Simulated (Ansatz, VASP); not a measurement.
InAs: VASP beside Ansatz

The input INCAR:

```
ALGO     = Normal         # electronic algorithm
EDIFF    = 1E-6           # SCF threshold, eV
EDIFFG   = -0.01          # ionic threshold
ENCUT    = 600            # plane-wave cutoff, eV
GGA      = PS             # functional
IBRION   = 2              # ionic algorithm
ISIF     = 3              # what is computed and relaxed
ISMEAR   = -1             # smearing method
LASPH    = T              # aspherical terms in the spheres
LCHARG   = F              # write CHGCAR
LREAL    = F              # projectors in reciprocal space
LWAVE    = F              # write WAVECAR
NELM     = 100            # most SCF steps
NSW      = 60             # ionic steps
PREC     = Accurate       # precision mode
SIGMA    = 0.05           # smearing width, eV
```

Contents of KPOINTS:

```
k-points
0
Gamma
  8 8 8
```

Contents of POSCAR:

```
InAs
1.0
    0.0000000000      2.8773040000      2.8773040000
    2.8773040000      0.0000000000      2.8773040000
    2.8773040000      2.8773040000      0.0000000000
In As
1 1
Direct
    0.5000000000      0.5000000000      0.5000000000
    0.0000000000      0.0000000000      0.0000000000
```

The input input.yaml:

```yaml
crystal:
  lattice:
    - [0.0, 2.877304, 2.877304]
    - [2.877304, 0.0, 2.877304]
    - [2.877304, 2.877304, 0.0]
  atoms:
    - { symbol: In, position: [0.5, 0.5, 0.5] }
    - { symbol: As, position: [0.0, 0.0, 0.0] }
hamiltonian:
  xc: pbesol
  pseudopotentials: { kind: paw }
kpoints:
  mp_grid: { grid: [8, 8, 8] }
scf:
  occupations: { method: fermi_dirac, width: 0.05 }
output:
  forces: true
  stress: true
  eigenvalues: true
  write_density: true
  write_potential: true
  elf: true
  volumetric_format: npy
relax:
  f_tol: 0.01
  max_steps: 40
  cell: { stress_tol: 0.05 }
```

Alike in both runs: task relaxation of cell and atoms; functional PBEsol; k mesh 8 × 8 × 8; occupations fermi-dirac, width 0.05 eV; no spin polarisation.

```csv
,VASP,Ansatz
version,VASP 6.6.1,Ansatz 0.2.0
potentials or method,"VASP PAW PBE potentials, release 64 (In_d, As)",Ansatz PAW
plane-wave cutoff (eV),600,420
valence electrons in the cell,18,28
```

|  | VASP | Ansatz | Ansatz less VASP |
| --- | --- | --- | --- |
| gap on the k mesh at the Fermi level, each at its own relaxed structure (eV) | none | none | - |
| relaxed volume (Å³/atom) | 22.65 | 22.61 | -0.047 |
| relaxed cell length with the largest relative difference (Å) | 4.001 | 3.999 | -0.0027 |

VASP's potentials were made for PBE, not for PBEsol. A gap of «none» marks a metal or a gap that the smearing closes. VASP's potentials hold 18 valence electrons a cell and Ansatz's 28, so a difference there can come from the potentials and not from the codes.

Noted on Ansatz's run: the plane-wave basis is chosen anew once the cell has moved, so the energies of steps on either side of that aren't comparable.
